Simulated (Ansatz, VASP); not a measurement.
## Two plane-wave programs on TiO2

INCAR

```
  PREC = Accurate
  ENCUT = 520
  EDIFF = 1E-6
  ISMEAR = 0
  SIGMA = 0.02
  LREAL = False
  LASPH = True
  NELM = 150
  ALGO = Normal
  ISIF = 2
  LWAVE = False
  LCHARG = True
  LMAXMIX = 4
  LDAU = True
  LDAUTYPE = 2
  LDAUL = 2 -1
  LDAUU = 4 0
  LDAUJ = 0 0
  LDAUPRINT = 1
  GGA = PE
  LELF = True
  LVHAR = True
  NBANDS = 33
```

KPOINTS

```
regular mesh
0
Gamma
  6 6 10
```

POSCAR

```
TiO2
1.0
    4.6403500097      0.0000000000      0.0000000000
    0.0000000000      4.6403500097      0.0000000000
    0.0000000000      0.0000000000      3.0061127001
Ti O
2 4
Direct
    0.5000000000      0.5000000000      0.0000000000
    0.0000000000      0.0000000000      0.5000000000
    0.6943530392      0.6943530392      0.5000000000
    0.8056469608      0.1943530392      0.0000000000
    0.1943530392      0.8056469608      0.0000000000
    0.3056469608      0.3056469608      0.5000000000
```

Input for Ansatz:

```yaml
crystal:
  lattice:
    - [4.6403500097, 0.0, 0.0]
    - [0.0, 4.6403500097, 0.0]
    - [0.0, 0.0, 3.0061127001]
  atoms:
    - { symbol: Ti, position: [0.5, 0.5, 0.0] }
    - { symbol: Ti, position: [0.0, 0.0, 0.5] }
    - { symbol: O, position: [0.6943530392, 0.6943530392, 0.5] }
    - { symbol: O, position: [0.8056469608, 0.1943530392, 0.0] }
    - { symbol: O, position: [0.1943530392, 0.8056469608, 0.0] }
    - { symbol: O, position: [0.3056469608, 0.3056469608, 0.5] }
basis:
  ecutwfc: 420
kpoints:
  mp_grid: { grid: [6, 6, 10] }
hamiltonian:
  xc: pbe
  hubbard: { sites: [{ species: Ti, l: d, u_eff: 4.0 }] }
scf:
  occupations: { method: gaussian, width: 0.02 }
output:
  forces: true
  stress: true
  eigenvalues: true
```

Alike in both runs: task single point; functional PBE; k mesh 6 × 6 × 10; occupations gaussian, width 0.02 eV; no spin polarisation; Hubbard terms Ti d U = 4.0 eV.

```csv
,VASP,Ansatz
version,VASP 6.6.1,Ansatz 0.2.0
potentials or method,"VASP PAW PBE potentials, release 64 (Ti_sv, O), cutoff 520 eV","scalar-relativistic, plane waves, PAW"
valence electrons in the cell,48,48
```

Ansatz gave:

| Property | Result |
| --- | --- |
| gap on the k mesh at the Fermi level (eV) | 2.26 |
| least direct gap on the mesh (eV) | 2.30 |
| pressure (GPa) | 0.0 |
| traceless stress, the component that is largest in VASP (GPa) | 0.00 |
| rms of the force components (eV/Å) | 0.000 |

Task: Which values does VASP return?

Result: gap on the k mesh at the Fermi level (eV): 2.31; least direct gap on the mesh (eV): 2.31; pressure (GPa): 4.0; traceless stress, the component that is largest in VASP (GPa): 0.47; rms of the force components (eV/Å): 0.070.

The programs project onto different local orbitals, so the same U acts differently, and such runs can settle in different states. Atom by atom the forces differ by 0.070 eV/Å (rms over components).
